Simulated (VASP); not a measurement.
# Mn (I4_1/amd) in VASP: single point with PBE

Aim: the single point of Mn with PBE.

Program: VASP 6.6.1. These are calculated values, not measurements. Logs are shortened: lines on timing, memory, paths and dates and some standing lists are left out, and cuts for length are marked.

### 1 The cell of the first run

It takes space group I4_1/amd (No. 141, tetragonal). The conventional cell has a = 4.400 Å, b = 4.400 Å, c = 2.466 Å, α = 90.00°, β = 90.00°, γ = 90.00°. Within 3.0 Å of Mn (site symmetry -4m2) lie 10 Mn at 2.28 to 2.87 Å.

### 2 Single point, PBE, collinear spin, ferromagnetic start

Input file INCAR:

```
ALGO = Normal
EDIFF = 1E-7
ENCUT = 520
GGA = PE
ISIF = 2
ISMEAR = 0
ISPIN = 2
LASPH = True
LCHARG = True
LELF = True
LMAXMIX = 4
LORBIT = 11
LREAL = False
LVHAR = True
LWAVE = False
MAGMOM = 1.15 1.15
NBANDS = 24
NELM = 150
PREC = Accurate
SIGMA = 0.15
```

Input file KPOINTS:

```
k-points
0
Gamma
  22 22 22
```

Input file POSCAR:

```
Mn
1.0
   -2.2001468975      2.2001468975      1.2332440300
    2.2001468975     -2.2001468975      1.2332440300
    2.2001468975      2.2001468975     -1.2332440300
Mn
2
Direct
    0.7500000000      0.2500000000      0.5000000000
    0.0000000000      0.0000000000      0.0000000000
```

Potentials or basis: VASP PAW PBE potentials, release 64 (Mn_pv).

Run with:

```sh
> cat potpaw_PBE.64/Mn_pv/POTCAR > POTCAR
> mpirun -np 1 vasp_std > vasp.out
```

OUTCAR:

```text
EDIFF = 1E-7
   ENCUT = 520
   GGA = PE
   ISIF = 2
   ISMEAR = 0
   ISPIN = 2
   LASPH = True
   LORBIT = 11
   LREAL = False
   NELM = 150
   PREC = Accurate

 ion  position               nearest neighbor table
   1  0.750  0.250  0.500-   2 2.28   2 2.28   2 2.28   2 2.28   2 2.87   2 2.87   2 2.87   2 2.87

   2  0.000  0.000  0.000-   1 2.28   1 2.28   1 2.28   1 2.28   1 2.87   1 2.87   1 2.87   1 2.87

  LATTYP: Found a body centered tetragonal cell.
 ALAT       =     4.4002937950
 C/A-ratio  =     0.5605280408

  Lattice vectors:

 A1 = (  -2.2001468975,   2.2001468975,   1.2332440300)
 A2 = (   2.2001468975,  -2.2001468975,   1.2332440300)
 A3 = (   2.2001468975,   2.2001468975,  -1.2332440300)

Analysis of symmetry for initial positions (statically):
=====================================================================
 Subroutine PRICEL returns:
 Original cell was already a primitive cell.

 Routine SETGRP: Setting up the symmetry group for a
 body centered tetragonal supercell.

 Subroutine GETGRP returns: Found 16 space group operations
 (whereof  8 operations were pure point group operations)
 out of a pool of 16 trial point group operations.

The static configuration has the point symmetry D_2d.
 The point group associated with its full space group is D_4h.

Analysis of symmetry for dynamics (positions and initial velocities):
=====================================================================
 Subroutine PRICEL returns:
 Original cell was already a primitive cell.

 Routine SETGRP: Setting up the symmetry group for a
 body centered tetragonal supercell.

 Subroutine GETGRP returns: Found 16 space group operations
 (whereof  8 operations were pure point group operations)
 out of a pool of 16 trial point group operations.

The dynamic configuration has the point symmetry D_2d.
 The point group associated with its full space group is D_4h.

Analysis of structural, dynamic, and magnetic symmetry:
=====================================================================
 Subroutine PRICEL returns:
 Original cell was already a primitive cell.

 Routine SETGRP: Setting up the symmetry group for a
 body centered tetragonal supercell.

 Subroutine GETGRP returns: Found 16 space group operations
 (whereof  8 operations were pure point group operations)
 out of a pool of 16 trial point group operations.

The overall configuration has the point symmetry D_2d.
 The point group associated with its full space group is D_4h.

 Subroutine INISYM returns: Found 16 space group operations
 (whereof  8 operations are pure point group operations),
 and found     1 'primitive' translations

----------------------------------------------------------------------------------------

                                     Primitive cell

  volume of cell :      23.8788

  direct lattice vectors                    reciprocal lattice vectors
    -2.200146897  2.200146897  1.233244030     0.000000000  0.227257553  0.405434762
     2.200146897 -2.200146897  1.233244030     0.227257553  0.000000000  0.405434762
     2.200146897  2.200146897 -1.233244030     0.227257553  0.227257553  0.000000000

  length of vectors
     3.346966325  3.346966325  3.346966325     0.464783113  0.464783113  0.321390713

  position of ions in fractional coordinates (direct lattice)
     0.750000000  0.250000000  0.500000000
     0.000000000  0.000000000  0.000000000

  ion indices of the primitive-cell ions
   primitive index   ion index
                 1           1
                 2           2

----------------------------------------------------------------------------------------

 KPOINTS: k-points

Automatic generation of k-mesh.
 Grid dimensions read from file:
 generate k-points for:   22   22   22

 Generating k-lattice:

  Cartesian coordinates                     Fractional coordinates (reciprocal lattice)
     0.000000000  0.010329889  0.018428853     0.045454545  0.000000000 -0.000000000
     0.010329889  0.000000000  0.018428853     0.000000000  0.045454545 -0.000000000
     0.010329889  0.010329889  0.000000000     0.000000000  0.000000000  0.045454545

  Length of vectors
     0.021126505  0.021126505  0.014608669

  Shift w.r.t. Gamma in fractional coordinates (k-lattice)
     0.000000000  0.000000000  0.000000000

 Subroutine IBZKPT returns following result:
 ===========================================

 Found    834 irreducible k-points:

 Following reciprocal coordinates:
            Coordinates               Weight
  0.000000  0.000000  0.000000      1.000000
  0.045455  0.000000 -0.000000      8.000000
  0.090909  0.000000 -0.000000      8.000000
  0.136364  0.000000  0.000000      8.000000
  0.181818  0.000000  0.000000      8.000000
  0.227273  0.000000 -0.000000      8.000000
[... 16 lines left out ...]
  0.500000  0.045455 -0.000000     16.000000
 -0.454545  0.045455  0.000000     16.000000
 [... further k-points ...]
   k-points           NKPTS =    834   k-points in BZ     NKDIM =    834   number of bands    NBANDS=     24
   number of dos      NEDOS =    301   number of ions     NIONS =      2
   total plane-waves  NPLWV =  21952
   dimension x,y,z NGX =    28 NGY =   28 NGZ =   28
   dimension x,y,z NGXF=    56 NGYF=   56 NGZF=   56
   ions per type =               2
   NGX,Y,Z   is equivalent  to a cutoff of  13.91, 13.91, 13.91 a.u.
   NGXF,Y,Z  is equivalent  to a cutoff of  27.82, 27.82, 27.82 a.u.
 SYSTEM =  unknown system
   PREC   = accura    normal or accurate (medium, high low for compatibility)
   ISTART =      0    job   : 0-new  1-cont  2-samecut
   ICHARG =      2    charge: 1-file 2-atom 10-const
   ISPIN  =      2    spin polarized calculation?
   LNONCOLLINEAR =      F non collinear calculations
   LSORBIT =      F    spin-orbit coupling
   LASPH  =      T    aspherical Exc in radial PAW
   ENCUT  =  520.0 eV  38.22 Ry    6.18 a.u.   6.22  6.22  6.22*2*pi/ulx,y,z
   NELM   =    150;   NELMIN=  2; NELMDL= -5     # of ELM steps
   EDIFF  = 0.1E-06   stopping-criterion for ELM
   LREAL  =      F    real-space projection
   EDIFFG = 0.1E-05   stopping-criterion for IOM
   NSW    =      0    number of steps for IOM
   IBRION =     -1    ionic relax: 0-MD 1-quasi-New 2-CG
   NFREE  =      0    steps in history (QN), initial steepest desc. (CG)
   ISIF   =      2    stress and relaxation
   ISYM   =      2    0-nonsym 1-usesym 2-fastsym
   POTIM  = 0.5000    time-step for ionic-motion
   TEBEG  =    0.0;   TEEND  =   0.0 temperature during run
   PSTRESS=    0.0 pullay stress
   NELECT =      26.0000    total number of electrons
   NUPDOWN=      -1.0000    fix difference up-down
   EMIN   =  10.00;   EMAX   =-10.00  energy-range for DOS
   EFERMI =   0.00;   METHOD = LEGACY
   ISMEAR =     0;   SIGMA  =   0.15  broadening in eV -4-tet -1-fermi 0-gaus
   EFERMI_NEDOS =   21; number of points for ismear=-14 and -15
   IALGO  =     38    algorithm
   IMIX   =      4    mixing-type and parameters
     AMIX     =   0.40;   BMIX     =  1.00
     AMIX_MAG =   1.60;   BMIX_MAG =  1.00
  volume/ion in A,a.u.               =      11.94        80.57
  Fermi-wavevector in a.u.,A,eV,Ry     =   1.684206  3.182687 38.593594  2.836549
  Thomas-Fermi vector in A             =   2.767270
   LORBIT       =     11    0 simple, 1 ext, 2 COOP (PROOUT), +10 PAW based schemes
   GGA     = PE    functional components
   LHFCALC =     F    Hartree Fock is set to
   AEXX    =    0.0000 exact exchange contribution
   IVDW    =     0    specifies the selected vdW correction
   LEPSILON=     F    determine dielectric tensor
   LRPA    =     F    only Hartree local field effects (RPA)
 spin polarized calculation
 Gauss-broadening in eV      SIGMA  =   0.15
  energy-cutoff  :      520.00
  volume of cell :       23.88
 maximum number of plane-waves:       672
 NGX is ok and might be reduce to    28
   NGX = 13   NGY = 13   NGZ = 13

 number of electron      26.0000012 magnetization       2.3610650

 Free energy of the ion-electron system (eV)
  ---------------------------------------------------
  ext. energy  EPLUGINS =         0.00000000
  ---------------------------------------------------
  free energy    TOTEN  =       -16.69472573 eV

  energy without entropy =      -16.65819160  energy(sigma->0) =      -16.67645866

 E-fermi :   9.3455     XC(G=0): -13.2983

 val. band max:        9.3453684863   @ k =  -0.4091   0.2273   0.0000
 cond. band min:       9.3455674694   @ k =  -0.1364   0.4091   0.1364
 fundamental gap:      0.0001989831
 Fermi energy:         9.3454894394

 spin component 1

 k-point     1 :       0.0000    0.0000    0.0000
  band No.  band energies     occupation
      1     -39.5367      1.00000
      2     -39.5367      1.00000
      3     -38.9686      1.00000
      4     -38.9562      1.00000
      5     -38.8479      1.00000
      6     -38.8479      1.00000
[... 16 lines left out ...]
     23      30.5959      0.00000
     24      34.0531      0.00000

 k-point     2 :       0.0455    0.0000   -0.0000
  band No.  band energies     occupation
      1     -39.5362      1.00000
      2     -39.5320      1.00000
      3     -38.9777      1.00000
      4     -38.9651      1.00000
      5     -38.8503      1.00000
      6     -38.8472      1.00000
[... 16 lines left out ...]
     23      30.5726      0.00000
     24      32.7469      0.00000

 k-point     3 :       0.0909    0.0000   -0.0000
  band No.  band energies     occupation
      1     -39.5344      1.00000
      2     -39.5184      1.00000
      3     -39.0041      1.00000
      4     -38.9908      1.00000
      5     -38.8576      1.00000
      6     -38.8451      1.00000
[... 16 lines left out ...]
     23      30.1641      0.00000
     24      31.3372      0.00000
[... 514 lines left out ...]
 k-point    23 :       0.5000    0.0455   -0.0000
  band No.  band energies     occupation
      1     -39.5129      1.00000
      2     -39.4650      1.00000
      3     -39.3964      1.00000
      4     -39.1251      1.00000
      5     -39.0585      1.00000
      6     -38.8162      1.00000
[... 16 lines left out ...]
     23      26.0953      0.00000
     24      30.0807      0.00000

 k-point    24 :      -0.4545    0.0455    0.0000
  band No.  band energies     occupation
      1     -39.5130      1.00000
      2     -39.4462      1.00000
      3     -39.3776      1.00000
      4     -39.1313      1.00000
      5     -39.0499      1.00000
      6     -38.8174      1.00000
[... 16 lines left out ...]
     23      26.2326      0.00000
     24      29.8652      0.00000

 [... further k-points ...]

 spin component 2

 k-point     1 :       0.0000    0.0000    0.0000
  band No.  band energies     occupation
      1     -38.3101      1.00000
      2     -38.3101      1.00000
      3     -37.6366      1.00000
      4     -37.6243      1.00000
      5     -37.5958      1.00000
      6     -37.5958      1.00000
[... 16 lines left out ...]
     23      30.8425      0.00000
     24      34.3296      0.00000

 k-point     2 :       0.0455    0.0000   -0.0000
  band No.  band energies     occupation
      1     -38.3094      1.00000
      2     -38.3051      1.00000
      3     -37.6487      1.00000
      4     -37.6338      1.00000
      5     -37.5957      1.00000
      6     -37.5951      1.00000
[... 16 lines left out ...]
     23      30.8104      0.00000
     24      33.1300      0.00000

 k-point     3 :       0.0909    0.0000   -0.0000
  band No.  band energies     occupation
      1     -38.3076      1.00000
      2     -38.2908      1.00000
      3     -37.6804      1.00000
      4     -37.6611      1.00000
      5     -37.5993      1.00000
      6     -37.5931      1.00000
[... 16 lines left out ...]
     23      30.4131      0.00000
     24      31.7489      0.00000
[... 514 lines left out ...]
 k-point    23 :       0.5000    0.0455   -0.0000
  band No.  band energies     occupation
      1     -38.2801      1.00000
      2     -38.1844      1.00000
      3     -38.1027      1.00000
      4     -37.8611      1.00000
      5     -37.7963      1.00000
      6     -37.5640      1.00000
[... 16 lines left out ...]
     23      26.4957      0.00000
     24      30.4360      0.00000

 k-point    24 :      -0.4545    0.0455    0.0000
  band No.  band energies     occupation
      1     -38.2824      1.00000
      2     -38.1655      1.00000
      3     -38.0851      1.00000
      4     -37.8628      1.00000
      5     -37.7869      1.00000
      6     -37.5652      1.00000
[... 16 lines left out ...]
     23      26.6261      0.00000
     24      30.1714      0.00000

 [... further k-points ...]

------------------------ aborting loop because EDIFF is reached ----------------------------------------

  FORCE on cell =-STRESS in cart. coord.  units (eV):
  Direction    XX          YY          ZZ          XY          YZ          ZX
  --------------------------------------------------------------------------------------
  -------------------------------------------------------------------------------------
  Total       -0.1899903     -0.1899903      0.4251505      0.0000000      0.0000000      0.0000000
  in kB      -12.7476327    -12.7476327     28.5260021      0.0000000      0.0000000      0.0000000
  external PRESSURE =       1.0102456 kB  Pullay stress =       0.0000000 kB

 VOLUME and BASIS-vectors are now :
 -----------------------------------------------------------------------------
  energy-cutoff  :      520.00
  volume of cell :       23.88
      direct lattice vectors                 reciprocal lattice vectors
    -2.200146897  2.200146897  1.233244030     0.000000000  0.227257553  0.405434762
     2.200146897 -2.200146897  1.233244030     0.227257553  0.000000000  0.405434762
     2.200146897  2.200146897 -1.233244030     0.227257553  0.227257553  0.000000000

 POSITION                                       TOTAL-FORCE (eV/Angst)
 -----------------------------------------------------------------------------------
      0.00000      2.20015      0.61662        -0.000000     -0.000000      0.000000
      0.00000      0.00000      0.00000         0.000000      0.000000     -0.000000
 -----------------------------------------------------------------------------------
    total drift:                               -0.000000      0.000000      0.000000

  FREE ENERGIE OF THE ION-ELECTRON SYSTEM (eV)
  ---------------------------------------------------
  free  energy   TOTEN  =       -16.6947257265 eV

  energy  without entropy=      -16.6581915968  energy(sigma->0) =      -16.67645866

 total charge

# of ion       s       p       d       tot
------------------------------------------
    1        0.408   6.324   5.198  11.930
    2        0.408   6.324   5.198  11.930
--------------------------------------------------
tot          0.816  12.648  10.397  23.860

 magnetization (x)

# of ion       s       p       d       tot
------------------------------------------
    1        0.007   0.005   1.158   1.170
    2        0.007   0.005   1.158   1.170
--------------------------------------------------
tot          0.013   0.011   2.317   2.341
```

It took 26 min on 1 thread of Oxide Virtual Turin-like, shared host; peak memory 0.66 GiB.

Results:

```
Free energy                                           : -16.6947 eV
Pressure                                              : 0.1 GPa
Net moment                                            : 2.36 μB per cell
Site moments                                          : Mn +1.17 μB
Valence electrons inside the program's atomic spheres : Mn 11.93
```

Levels at points of the mesh, in eV from the Fermi level:
Spin up:
```
           k point  band 11  band 12  band 13  band 14  band 15  band 16  band 17  band 18
(0.00, 0.00, 0.00)    -2.16    -0.37    -0.37    -0.31    -0.31     1.08     2.21     7.13
(0.50, 0.00, 0.00)    -1.42    -1.19    -0.67    -0.06     0.95     1.05     2.60     6.02
(0.50, 0.50, 0.00)    -1.85    -1.85    -0.53    -0.53     0.40     0.40     0.79     0.79
(0.50, 0.50, 0.50)    -0.60    -0.60    -0.57    -0.57    -0.14    -0.14    -0.07    -0.07
```
Spin down:
| k point | band 8 | band 9 | band 10 | band 11 | band 12 | band 13 | band 14 | band 15 | band 16 | band 17 |
| --- | --- | --- | --- | --- | --- | --- | --- | --- | --- | --- |
| (0.00, 0.00, 0.00) | -4.03 | -2.68 | -2.10 | -1.49 | 1.11 | 1.11 | 1.16 | 1.16 | 2.60 | 2.93 |
| (0.50, 0.00, 0.00) | -3.29 | -2.27 | -1.88 | -0.21 | -0.07 | 0.17 | 1.34 | 1.89 | 1.94 | 3.35 |
| (0.50, 0.50, 0.00) | -4.41 | -2.01 | -2.01 | -1.12 | -1.12 | 0.77 | 0.77 | 1.80 | 1.80 | 2.09 |
| (0.50, 0.50, 0.50) | -3.49 | -1.58 | -1.58 | -0.42 | -0.42 | 0.81 | 0.81 | 1.38 | 1.38 | 1.45 |
